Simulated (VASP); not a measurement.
# SrRe (Pm-3m) in VASP: further runs

Runs on SrRe. Level: PBE. Tasks: single point.

Everything below comes from runs of VASP 6.6.1. Logs are shortened: lines on timing, memory, paths and dates and some standing lists are left out, and cuts for length are marked.

### Step 1. The cell of the first run

It takes space group Pm-3m (No. 221, cubic). The conventional cell has a = 3.662 Å, b = 3.662 Å, c = 3.662 Å, α = 90.00°, β = 90.00°, γ = 90.00°. Within 4.2 Å of Sr (site symmetry m-3m) lie 8 Re at 3.17 Å and 6 Sr at 3.66 Å. Within 4.2 Å of Re (site symmetry m-3m) lie 8 Sr at 3.17 Å and 6 Re at 3.66 Å.

### Step 2. Single point, PBE (volume scaled by 1.020)

The input, INCAR:

```
PREC = Accurate
ENCUT = 520
EDIFF = 1E-6
ISMEAR = 0
SIGMA = 0.05
LREAL = False
LASPH = True
NELM = 80
ALGO = Fast
ISIF = 2
LWAVE = False
LCHARG = False
GGA = PE
NBANDS = 16
```

The input, KPOINTS:

```
Automatic mesh
0
Gamma
  10 10 10
```

The input, POSCAR:

```
SrRe
1.0
    3.6621198980      0.0000000000      0.0000000000
    0.0000000000      3.6621198980      0.0000000000
    0.0000000000      0.0000000000      3.6621198980
Sr Re
1 1
Direct
    0.0000000000      0.0000000000      0.0000000000
    0.5000000000      0.5000000000      0.5000000000
```

Potentials or basis: VASP PAW PBE potentials, release 64 (Sr_sv, Re).

Launch:

```
> cat potpaw_PBE.64/Sr_sv/POTCAR potpaw_PBE.64/Re/POTCAR > POTCAR
> mpirun -np 1 vasp_std > vasp.out
```

OUTCAR:

```text
PREC = Accurate
   ENCUT = 520
   EDIFF = 1E-6
   ISMEAR = 0
   LREAL = False
   LASPH = True
   NELM = 80
   ISIF = 2
   GGA = PE

 ion  position               nearest neighbor table
   1  0.000  0.000  0.000-   2 3.17   2 3.17   2 3.17   2 3.17   2 3.17   2 3.17   2 3.17   2 3.17

   2  0.500  0.500  0.500-   1 3.17   1 3.17   1 3.17   1 3.17   1 3.17   1 3.17   1 3.17   1 3.17

  LATTYP: Found a simple cubic cell.
 ALAT       =     3.6621198980

  Lattice vectors:

 A1 = (   3.6621198980,   0.0000000000,   0.0000000000)
 A2 = (   0.0000000000,   3.6621198980,   0.0000000000)
 A3 = (   0.0000000000,   0.0000000000,   3.6621198980)

Analysis of symmetry for initial positions (statically):
=====================================================================
 Subroutine PRICEL returns:
 Original cell was already a primitive cell.

 Routine SETGRP: Setting up the symmetry group for a
 simple cubic supercell.

 Subroutine GETGRP returns: Found 48 space group operations
 (whereof 48 operations were pure point group operations)
 out of a pool of 48 trial point group operations.

The static configuration has the point symmetry O_h .

Analysis of symmetry for dynamics (positions and initial velocities):
=====================================================================
 Subroutine PRICEL returns:
 Original cell was already a primitive cell.

 Routine SETGRP: Setting up the symmetry group for a
 simple cubic supercell.

 Subroutine GETGRP returns: Found 48 space group operations
 (whereof 48 operations were pure point group operations)
 out of a pool of 48 trial point group operations.

The dynamic configuration has the point symmetry O_h .

 Subroutine INISYM returns: Found 48 space group operations
 (whereof 48 operations are pure point group operations),
 and found     1 'primitive' translations

----------------------------------------------------------------------------------------

                                     Primitive cell

  volume of cell :      49.1131

  direct lattice vectors                    reciprocal lattice vectors
     3.662119898  0.000000000  0.000000000     0.273065882  0.000000000  0.000000000
     0.000000000  3.662119898  0.000000000     0.000000000  0.273065882  0.000000000
     0.000000000  0.000000000  3.662119898     0.000000000  0.000000000  0.273065882

  length of vectors
     3.662119898  3.662119898  3.662119898     0.273065882  0.273065882  0.273065882

  position of ions in fractional coordinates (direct lattice)
     0.000000000  0.000000000  0.000000000
     0.500000000  0.500000000  0.500000000

  ion indices of the primitive-cell ions
   primitive index   ion index
                 1           1
                 2           2

----------------------------------------------------------------------------------------

 KPOINTS: Automatic mesh

Automatic generation of k-mesh.
 Grid dimensions read from file:
 generate k-points for:   10   10   10

 Generating k-lattice:

  Cartesian coordinates                     Fractional coordinates (reciprocal lattice)
     0.027306588  0.000000000  0.000000000     0.100000000  0.000000000  0.000000000
     0.000000000  0.027306588  0.000000000     0.000000000  0.100000000  0.000000000
     0.000000000  0.000000000  0.027306588     0.000000000  0.000000000  0.100000000

  Length of vectors
     0.027306588  0.027306588  0.027306588

  Shift w.r.t. Gamma in fractional coordinates (k-lattice)
     0.000000000  0.000000000  0.000000000

 Subroutine IBZKPT returns following result:
 ===========================================

 Found     56 irreducible k-points:

 Following reciprocal coordinates:
            Coordinates               Weight
  0.000000  0.000000  0.000000      1.000000
  0.100000  0.000000  0.000000      6.000000
  0.200000  0.000000  0.000000      6.000000
  0.300000  0.000000  0.000000      6.000000
  0.400000  0.000000  0.000000      6.000000
  0.500000  0.000000  0.000000      3.000000
[... 16 lines left out ...]
  0.200000  0.100000  0.100000     24.000000
  0.300000  0.100000  0.100000     24.000000
 [... further k-points ...]
   k-points           NKPTS =     56   k-points in BZ     NKDIM =     56   number of bands    NBANDS=     16
   number of dos      NEDOS =    301   number of ions     NIONS =      2
   total plane-waves  NPLWV =  21952
   dimension x,y,z NGX =    28 NGY =   28 NGZ =   28
   dimension x,y,z NGXF=    56 NGYF=   56 NGZF=   56
   ions per type =               1   1
   NGX,Y,Z   is equivalent  to a cutoff of  12.71, 12.71, 12.71 a.u.
   NGXF,Y,Z  is equivalent  to a cutoff of  25.42, 25.42, 25.42 a.u.
 SYSTEM =  unknown system
   PREC   = accura    normal or accurate (medium, high low for compatibility)
   ISTART =      0    job   : 0-new  1-cont  2-samecut
   ICHARG =      2    charge: 1-file 2-atom 10-const
   ISPIN  =      1    spin polarized calculation?
   LNONCOLLINEAR =      F non collinear calculations
   LSORBIT =      F    spin-orbit coupling
   LASPH  =      T    aspherical Exc in radial PAW
   ENCUT  =  520.0 eV  38.22 Ry    6.18 a.u.   6.81  6.81  6.81*2*pi/ulx,y,z
   NELM   =     80;   NELMIN=  2; NELMDL= -5     # of ELM steps
   EDIFF  = 0.1E-05   stopping-criterion for ELM
   LREAL  =      F    real-space projection
   EDIFFG = 0.1E-04   stopping-criterion for IOM
   NSW    =      0    number of steps for IOM
   IBRION =     -1    ionic relax: 0-MD 1-quasi-New 2-CG
   NFREE  =      0    steps in history (QN), initial steepest desc. (CG)
   ISIF   =      2    stress and relaxation
   ISYM   =      2    0-nonsym 1-usesym 2-fastsym
   POTIM  = 0.5000    time-step for ionic-motion
   TEBEG  =    0.0;   TEEND  =   0.0 temperature during run
   PSTRESS=    0.0 pullay stress
   NELECT =      17.0000    total number of electrons
   NUPDOWN=      -1.0000    fix difference up-down
   EMIN   =  10.00;   EMAX   =-10.00  energy-range for DOS
   EFERMI =   0.00;   METHOD = LEGACY
   ISMEAR =     0;   SIGMA  =   0.05  broadening in eV -4-tet -1-fermi 0-gaus
   EFERMI_NEDOS =   21; number of points for ismear=-14 and -15
   IALGO  =     68    algorithm
   IMIX   =      4    mixing-type and parameters
     AMIX     =   0.40;   BMIX     =  1.00
     AMIX_MAG =   1.60;   BMIX_MAG =  1.00
  volume/ion in A,a.u.               =      24.56       165.72
  Fermi-wavevector in a.u.,A,eV,Ry     =   1.149455  2.172155 17.976649  1.321246
  Thomas-Fermi vector in A             =   2.286124
   LORBIT       =      0    0 simple, 1 ext, 2 COOP (PROOUT), +10 PAW based schemes
   GGA     = PE    functional components
   LHFCALC =     F    Hartree Fock is set to
   AEXX    =    0.0000 exact exchange contribution
   IVDW    =     0    specifies the selected vdW correction
   LEPSILON=     F    determine dielectric tensor
   LRPA    =     F    only Hartree local field effects (RPA)
 non-spin polarized calculation
 RMM-DIIS sequential band-by-band and
 Gauss-broadening in eV      SIGMA  =   0.05
  energy-cutoff  :      520.00
  volume of cell :       49.11
 maximum number of plane-waves:      1357
 NGX is ok and might be reduce to    28
   NGX = 13   NGY = 13   NGZ = 13

 number of electron      17.0000000 magnetization

 Free energy of the ion-electron system (eV)
  ---------------------------------------------------
  ext. energy  EPLUGINS =         0.00000000
  ---------------------------------------------------
  free energy    TOTEN  =       -10.30555792 eV

  energy without entropy =      -10.29917691  energy(sigma->0) =      -10.30236742

 E-fermi :   3.4295     XC(G=0): -10.5788

 val. band max:        3.4256268135   @ k =   0.4000   0.2000   0.1000
 cond. band min:       3.4467484182   @ k =   0.3000   0.1000   0.0000
 fundamental gap:      0.0211216047
 Fermi energy:         3.4294776777

 k-point     1 :       0.0000    0.0000    0.0000
  band No.  band energies     occupation
      1     -30.3059      2.00000
      2     -12.2398      2.00000
      3     -12.2398      2.00000
      4     -12.2398      2.00000
      5      -1.7024      2.00000
      6       1.2801      2.00000
[... 8 lines left out ...]
     15      11.2984      0.00000
     16      12.0131      0.00000

 k-point     2 :       0.1000    0.0000    0.0000
  band No.  band energies     occupation
      1     -30.3017      2.00000
      2     -12.3032      2.00000
      3     -12.2370      2.00000
      4     -12.2370      2.00000
      5      -1.5205      2.00000
      6       1.3426      2.00000
[... 8 lines left out ...]
     15      10.8444      0.00000
     16      11.9038      0.00000

 k-point     3 :       0.2000    0.0000    0.0000
  band No.  band energies     occupation
      1     -30.2909      2.00000
      2     -12.4639      2.00000
      3     -12.2298      2.00000
      4     -12.2298      2.00000
      5      -1.0050      2.00000
      6       1.5184      2.00000
[... 8 lines left out ...]
     15      10.4183      0.00000
     16      11.6237      0.00000

 k-point     4 :       0.3000    0.0000    0.0000
  band No.  band energies     occupation
      1     -30.2774      2.00000
      2     -12.6533      2.00000
      3     -12.2209      2.00000
      4     -12.2209      2.00000
      5      -0.2423      2.00000
      6       1.7675      2.00000
[... 8 lines left out ...]
     15      10.9121      0.00000
     16      11.2876      0.00000

 k-point     5 :       0.4000    0.0000    0.0000
  band No.  band energies     occupation
      1     -30.2664      2.00000
      2     -12.7998      2.00000
      3     -12.2136      2.00000
      4     -12.2136      2.00000
      5       0.5911      2.00000
      6       2.0063      2.00000
[... 8 lines left out ...]
     15      11.0217      0.00000
     16      11.9003      0.00000

 k-point     6 :       0.5000    0.0000    0.0000
  band No.  band energies     occupation
      1     -30.2622      2.00000
      2     -12.8544      2.00000
      3     -12.2109      2.00000
      4     -12.2109      2.00000
      5       1.0361      2.00000
      6       2.1100      2.00000
[... 8 lines left out ...]
     15      10.9212      0.00000
     16      12.5509      0.00000

 k-point     7 :       0.1000    0.1000    0.0000
  band No.  band energies     occupation
      1     -30.2976      2.00000
      2     -12.3112      2.00000
      3     -12.2869      2.00000
      4     -12.2339      2.00000
      5      -1.3468      2.00000
      6       1.4269      2.00000
[... 8 lines left out ...]
     15      11.3566      0.00000
     16      11.8815      0.00000

 k-point     8 :       0.2000    0.1000    0.0000
  band No.  band energies     occupation
      1     -30.2870      2.00000
      2     -12.4586      2.00000
      3     -12.2860      2.00000
      4     -12.2257      2.00000
      5      -0.8561      2.00000
      6       1.5968      2.00000
[... 8 lines left out ...]
     15      11.0238      0.00000
     16      11.6718      0.00000

 k-point     9 :       0.3000    0.1000    0.0000
  band No.  band energies     occupation
      1     -30.2738      2.00000
      2     -12.6432      2.00000
      3     -12.2740      2.00000
      4     -12.2156      2.00000
      5      -0.1366      2.00000
      6       1.8233      2.00000
[... 8 lines left out ...]
     15      11.1566      0.00000
     16      11.3602      0.00000
[... 172 lines left out ...]
 k-point    19 :       0.4000    0.4000    0.0000
  band No.  band energies     occupation
      1     -30.2338      2.00000
      2     -12.6795      2.00000
      3     -12.6580      2.00000
      4     -12.1534      2.00000
      5       0.5553      2.00000
      6       1.6064      2.00000
[... 8 lines left out ...]
     15      11.5582      0.00000
     16      12.1886      0.00000

 k-point    20 :       0.5000    0.4000    0.0000
  band No.  band energies     occupation
      1     -30.2303      2.00000
      2     -12.7141      2.00000
      3     -12.6547      2.00000
      4     -12.1469      2.00000
      5       0.5130      2.00000
      6       1.5325      2.00000
[... 8 lines left out ...]
     15      11.5102      0.00000
     16      12.4768      0.00000

 k-point    21 :       0.5000    0.5000    0.0000
  band No.  band energies     occupation
      1     -30.2270      2.00000
      2     -12.6989      2.00000
      3     -12.6989      2.00000
      4     -12.1401      2.00000
      5       0.4322      2.00000
      6       1.4573      2.00000
[... 8 lines left out ...]
     15      11.5654      0.00000
     16      12.6960      0.00000

 k-point    22 :       0.1000    0.1000    0.1000
  band No.  band energies     occupation
      1     -30.2937      2.00000
      2     -12.3161      2.00000
      3     -12.2840      2.00000
      4     -12.2840      2.00000
      5      -1.1795      2.00000
      6       1.5483      2.00000
[... 8 lines left out ...]
     15      10.2503      0.00000
     16      13.1261      0.00000

 k-point    23 :       0.2000    0.1000    0.1000
  band No.  band energies     occupation
      1     -30.2832      2.00000
      2     -12.4528      2.00000
      3     -12.2868      2.00000
      4     -12.2764      2.00000
      5      -0.7080      2.00000
      6       1.6968      2.00000
[... 8 lines left out ...]
     15      10.4667      0.00000
     16      12.4557      0.00000

 k-point    24 :       0.3000    0.1000    0.1000
  band No.  band energies     occupation
      1     -30.2701      2.00000
      2     -12.6334      2.00000
      3     -12.2703      2.00000
      4     -12.2670      2.00000
      5      -0.0225      2.00000
      6       1.9030      2.00000
[... 8 lines left out ...]
     15      10.7890      0.00000
     16      11.9868      0.00000

 [... further k-points ...]
[... 5 lines left out ...]
  --------------------------------------------------------------------------------------
  -------------------------------------------------------------------------------------
  Total       -0.2922333     -0.2922333     -0.2922333      0.0000000      0.0000000     -0.0000000
  in kB       -9.5332858     -9.5332858     -9.5332858      0.0000000      0.0000000     -0.0000000
  external PRESSURE =      -9.5332858 kB  Pullay stress =       0.0000000 kB

 VOLUME and BASIS-vectors are now :
 -----------------------------------------------------------------------------
  energy-cutoff  :      520.00
  volume of cell :       49.11
      direct lattice vectors                 reciprocal lattice vectors
     3.662119898  0.000000000  0.000000000     0.273065882  0.000000000  0.000000000
     0.000000000  3.662119898  0.000000000     0.000000000  0.273065882  0.000000000
     0.000000000  0.000000000  3.662119898     0.000000000  0.000000000  0.273065882

 POSITION                                       TOTAL-FORCE (eV/Angst)
 -----------------------------------------------------------------------------------
      0.00000      0.00000      0.00000         0.000000      0.000000      0.000000
      1.83106      1.83106      1.83106         0.000000      0.000000      0.000000
 -----------------------------------------------------------------------------------
    total drift:                               -0.000000      0.000000      0.000000

  FREE ENERGIE OF THE ION-ELECTRON SYSTEM (eV)
  ---------------------------------------------------
  free  energy   TOTEN  =       -10.3055579235 eV

  energy  without entropy=      -10.2991769065  energy(sigma->0) =      -10.30236742
```

Run time: 40 s. Hardware: 1 thread of Intel Xeon 6975P-C (Granite Rapids), shared host; peak memory 0.19 GiB.

Results:

| Item | Value |
| --- | --- |
| Free energy | -10.3056 eV |
| Pressure | -1.0 GPa |

Levels at points of the mesh, in eV from the Fermi level:
```tsv
k point	band 5	band 6	band 7	band 8	band 9	band 10	band 11	band 12
(0.00, 0.00, 0.00)	-5.13	-2.15	-2.15	0.30	0.30	0.30	4.86	4.86
(0.50, 0.00, 0.00)	-2.39	-1.32	-0.97	0.06	0.06	0.63	1.62	2.78
(0.50, 0.50, 0.00)	-3.00	-1.97	-0.73	-0.73	1.42	1.56	2.49	2.49
(0.50, 0.50, 0.50)	-0.61	-0.61	-0.61	0.58	0.58	0.58	1.48	1.48
```

Caveat: spin-orbit coupling is left out, which moves the levels of the heavy elements.

[end of part 1 of 2]
